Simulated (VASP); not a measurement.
Input of a VASP 6.6.1 run:

The input INCAR:

```
SYSTEM = La2O3
ALGO = Normal
EDIFF = 1E-6
ENCUT = 520
GGA = PE
ISIF = 2
ISMEAR = 0
LASPH = .True.
LCHARG = .False.
LREAL = .False.
LWAVE = .False.
NBANDS = 28
NELM = 60
PREC = Accurate
SIGMA = 0.01
```

Contents of KPOINTS:

```
k-points
0
Gamma
  6 6 4
  0 0 0
```

The input POSCAR:

```
La2O3
1.0
    3.9952284386      0.0000000000      0.0000000000
   -1.9976142193      3.4599687072      0.0000000000
    0.0000000000      0.0000000000      6.2121677786
La O
2 3
Direct
    0.6666666667      0.3333333333      0.7537640000
    0.3333333333      0.6666666667      0.2462360000
    0.6666666667      0.3333333333      0.3541090000
    0.3333333333      0.6666666667      0.6458910000
    0.0000000000      0.0000000000      0.0000000000
```

Potentials or basis: VASP PAW PBE potentials, release 64 (La, O).

Launch:

```console
$ cat potpaw_PBE.64/La/POTCAR potpaw_PBE.64/O/POTCAR > POTCAR
$ mpirun -np 1 vasp_std > vasp.out
```

Q: What does it give for the pressure?

A: -4.4 GPa.

Q: Predict the largest force.

A: 0.339 eV/Å.

Stress tensor (GPa, compression positive):
```
-4.99  0.00  0.00
 0.00 -4.99  0.00
 0.00  0.00 -3.25
```
